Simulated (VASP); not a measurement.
# AlRu: single point with PBE

Crystal: AlRu.

```xyz
2
Lattice="3.0492 0.0000 0.0000 0.0000 3.0492 0.0000 0.0000 0.0000 3.0492" Properties=species:S:1:pos:R:3 pbc="T T T"
Al    0.0000    0.0000    0.0000
Ru    1.5246    1.5246    1.5246
```

This cell differs from its parent crystal: equal strain along all axes, cell held: +1.5 %.

```
Program             : VASP 6.6.1
Task                : single point
Functional          : PBE
Potentials or basis : VASP PAW PBE potentials, release 64 (Al, Ru_pv)
Cutoff              : 520 eV
k mesh              : 14 × 14 × 14
Occupations         : gaussian, width 0.1 eV
Spin                : no spin polarisation
```

The pressure is -8.3 GPa. The band gap on the k mesh is zero (an odd number of electrons rules out a gap without spin polarisation).

Levels at points of the mesh, in eV from the Fermi level:
```
           k point  band 5  band 6  band 7  band 8  band 9  band 10  band 11  band 12  band 13  band 14
(0.00, 0.00, 0.00)   -3.26   -3.26    0.16    0.16    0.16     5.81     5.81     5.81    10.64    10.64
(0.50, 0.00, 0.00)   -5.38   -2.53   -1.48   -1.48    0.39     2.09     7.47    10.74    10.74    12.02
(0.50, 0.50, 0.00)   -2.83   -1.32   -1.32   -1.06   -1.06     1.40     4.95     5.67    10.14    14.12
(0.50, 0.50, 0.50)   -4.32   -4.32    1.48    1.48    2.23     4.01     4.01     4.01     8.01     8.01
```

Wall time 47 s on 1 thread of Intel Xeon 8259CL, with other jobs on the host, peak memory 0.18 GiB.

Caveat: the cell differs from its parent crystal (equal strain along all axes, cell held: +1.5 %); the cell stands under tension.
